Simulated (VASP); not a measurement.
## Al2Pt: single point with PBE

Al2Pt:

```
CELL_PARAMETERS angstrom
0.00000 0.00000 -4.23662
2.50667 -4.34167 0.00000
-7.52000 -4.34167 0.00000
ATOMIC_POSITIONS crystal
Al 0.50000 0.17709 0.82291
Al 0.50000 0.67709 0.32291
Al 0.50000 0.64581 0.00000
Al 0.50000 0.14581 0.50000
Al 0.50000 0.67709 0.67709
Al 0.50000 0.17709 0.17709
Al 0.00000 0.00000 0.00000
Al 0.00000 0.50000 0.50000
Pt 0.00000 0.50000 0.83333
Pt 0.00000 0.00000 0.33333
Pt 0.00000 0.00000 0.66667
Pt 0.00000 0.50000 0.16667
```

```yaml
Program: VASP 6.6.1
Task: single point
Functional: PBE
Potentials_or_basis: VASP PAW PBE potentials, release 64 (Al, Pt)
Cutoff: 520 eV
k_mesh: 6 × 4 × 4
Occupations: gaussian, width 0.2 eV
Spin: no spin polarisation
```

```yaml
Pressure: -0.2 GPa
Largest_force: 0.038 eV/Å
Band_gap_on_the_k_mesh: zero (bands 32 and 33 overlap by 0.77 eV)
```

Forces in eV/Å, atoms in the order of the input:
```
Al   0.000  0.021  0.000
Al   0.000  0.021  0.000
Al   0.019 -0.033  0.000
Al   0.019 -0.033  0.000
Al  -0.018  0.011  0.000
Al  -0.018  0.011  0.000
Al  -0.003  0.005  0.000
Al  -0.003  0.005  0.000
Pt   0.015  0.006  0.000
Pt   0.015  0.006  0.000
Pt  -0.013 -0.010  0.000
Pt  -0.013 -0.010  0.000
```

Stress tensor (GPa, compression positive):
```
-0.24  0.29  0.00
 0.29 -0.58  0.00
 0.00  0.00  0.25
```

Levels at points of the mesh, in eV from the Fermi level:
```csv
k point,band 29,band 30,band 31,band 32,band 33,band 34,band 35,band 36
"(0.00, 0.00, 0.00)",-2.04,-0.52,-0.52,-0.19,0.01,0.14,0.57,0.58
"(0.50, 0.00, 0.00)",-2.61,-2.36,-0.72,-0.15,-0.09,-0.09,0.35,0.66
"(0.00, 0.50, 0.00)",-0.57,-0.57,0.28,0.28,0.46,0.46,0.68,0.68
"(0.50, 0.50, 0.00)",-2.98,-2.98,-2.11,-2.11,0.68,0.68,1.62,1.62
"(0.00, 0.00, 0.50)",-1.97,-1.97,0.18,0.18,0.70,0.70,0.89,0.89
"(0.50, 0.00, 0.50)",-1.70,-1.70,-1.04,-1.04,-0.10,-0.10,0.09,0.09
"(0.00, 0.50, 0.50)",-0.19,-0.19,0.01,0.01,0.58,0.58,1.83,1.83
"(0.50, 0.50, 0.50)",-2.78,-2.78,-2.37,-2.37,-0.14,-0.14,0.35,0.35
```

Wall time 2.2 min on 1 thread of Intel(R) Xeon(R) 6975P-C (Granite Rapids), on a shared host, peak memory 0.42 GiB.

Caveat: spin-orbit coupling is left out, which moves the levels of the heavy elements.
